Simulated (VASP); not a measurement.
Write the native input for VASP 6.6.1 that does the following.

```yaml
Task: relaxation of cell and atoms
Functional: PBE
Potentials_or_basis: VASP PAW PBE potentials, release 64 (Pr_3, Hg), 4f in core
Cutoff: 500 eV
k_mesh: 3 × 3 × 3
Occupations: gaussian, width 0.2 eV
Spin: no spin polarisation
Dipole_correction: no
Further_INCAR_settings: ALGO = Normal; EDIFF = 1e-07; IBRION = 2; EDIFFG = -0.08; NSW = 36; ISIF = 3
```

The structure of Pr4Hg lies in POSCAR:

```
Pr4Hg
1.0
    0.0000000000      4.3360473600      4.3360473600
    4.3360473600      0.0000000000      4.3360473600
    4.3360473600      4.3360473600      0.0000000000
Pr Hg
4 1
Direct
    0.6285533400      0.6285533400      0.6285533400
    0.6285533400      0.6285533400      0.1143399900
    0.6285533400      0.1143399900      0.6285533400
    0.1143399900      0.6285533400      0.6285533400
    0.2500000000      0.2500000000      0.2500000000
```

The cell was generated, and may not be a known phase.

These files were run (other wordings do the same):

INCAR

```
SYSTEM = Pr4Hg
PREC = Accurate
ENCUT = 500
EDIFF = 1E-7
ISMEAR = 0
SIGMA = 0.2
LREAL = .FALSE.
LASPH = .TRUE.
NELM = 200
ALGO = Normal
ISIF = 3
LWAVE = .FALSE.
LCHARG = .FALSE.
GGA = PE
IBRION = 2
NSW = 36
EDIFFG = -0.08
GGA_COMPAT = .FALSE.
NELMIN = 4
LMAXMIX = 6
```

KPOINTS

```
regular mesh
0
G
  3 3 3
  0 0 0
```

Potentials or basis: VASP PAW PBE potentials, release 64 (Pr_3, Hg), 4f in core.

Command:

```bash
$ cat potpaw_PBE.64/Pr_3/POTCAR potpaw_PBE.64/Hg/POTCAR > POTCAR
$ mpirun -np 1 vasp_std > vasp.out
```

Results of the run:

```
Relaxed volume                        : 39.86 Å³/atom
Relaxed cell                          : a = 6.557 Å, b = 6.557 Å, c = 6.557 Å, α = 60.00°, β = 60.00°, γ = 60.00°
Space group after relaxing (to 0.1 Å) : F-43m (No. 216)
Energy gained by relaxing             : 196.7 meV/atom
Ionic steps                           : 2
Pressure after relaxing               : 0.3 GPa
Largest force after relaxing          : 0.049 eV/Å
Band gap on the k mesh                : zero (bands 28 and 29 overlap by 0.86 eV)
```

Caveat: the k points lie up to 0.39 Å⁻¹ apart in the final cell, too coarse for converged energies and pressures of a metal; the volume moved by over 15 % at a fixed basis, so the end points are rough; spin-orbit coupling is left out, which moves the levels of the heavy elements; the 4f electrons are frozen in the core, so they carry no moment and show no levels; the relaxation stopped at a loose force limit of 0.08 eV/Å, so its end isn't a converged minimum.

It took 37 s on 1 thread of Intel(R) Xeon(R) 6975P-C (Granite Rapids), with other jobs on the host, peak memory 0.33 GiB.
